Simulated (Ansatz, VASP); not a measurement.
One calculation of BN, two programs

```xyz
2
Lattice="2.3148 0.0000 0.0000 0.0000 2.3148 0.0000 0.0000 0.0000 2.3148" Properties=species:S:1:pos:R:3 pbc="T T T"
B     0.0000    0.0000    0.0000
N     1.1574    1.1574    1.1574
```

Alike in both runs: task single point; functional PBE; k mesh 10 × 10 × 10; occupations fermi-dirac, width 0.02 eV; no spin polarisation.

|  | VASP | Ansatz |
| --- | --- | --- |
| version | VASP 6.6.1 | Ansatz 0.2.0 |
| potentials or method | VASP PAW PBE potentials, release 64 (B, N) | plane waves, PAW |
| plane-wave cutoff (eV) | 520 | 420 |
| valence electrons in the cell | 8 | 8 |

|  | VASP | Ansatz | Ansatz less VASP |
| --- | --- | --- | --- |
| pressure (GPa) | 2.3 | 2.4 | +0.11 |

The functional is the same, so the differences come from potentials, cutoffs and numerics.
